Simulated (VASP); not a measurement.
Set up this calculation in VASP 6.6.1, as the native input.

```
Task                   : single point
Functional             : LDA
Potentials or basis    : VASP PAW PBE potentials, release 64 (Lu)
Cutoff                 : 520 eV
k mesh                 : 7 × 7 × 4
Occupations            : fermi-dirac, width 0.1 eV
Spin                   : no spin polarisation
Dipole correction      : no
Further INCAR settings : ALGO = Normal; EDIFF = 1e-07; NBANDS = 32
```

The structure of Lu lies in POSCAR:

```
Lu
1.0
    3.3823924653      0.0000000000      0.0000000000
   -1.6911962327      2.9292378005      0.0000000000
    0.0000000000      0.0000000000      5.2524129119
Lu
2
Direct
    0.3333333333      0.6666666667      0.2500000000
    0.6666666667      0.3333333333      0.7500000000
```

These files were run (other wordings do the same):

INCAR

```
PREC = Accurate ; ENCUT = 520
EDIFF = 1E-7 ; ISMEAR = -1
SIGMA = 0.1 ; LREAL = False
LASPH = True ; NELM = 80
ALGO = Normal ; ISIF = 2
LWAVE = False ; LCHARG = False
GGA = CA ; NBANDS = 32
```

KPOINTS

```
Automatic mesh
0
Gamma
  7 7 4
```

Potentials or basis: VASP PAW PBE potentials, release 64 (Lu).

The run is started by

```sh
$ cat potpaw_PBE.64/Lu/POTCAR > POTCAR
$ mpirun -np 1 vasp_std > vasp.out
```

Results of the run:

```yaml
Pressure: 0.4 GPa
Band_gap_on_the_k_mesh: zero (bands 25 and 26 overlap by 1.86 eV)
```

Caveat: the PAW data sets were made with another functional, which shifts forces and pressure a little; spin-orbit coupling is left out, which moves the levels of the heavy elements.

Wall time 48 s on 1 thread of Intel(R) Xeon(R) Platinum 8488C (Sapphire Rapids) (shared host), peak memory 0.17 GiB.
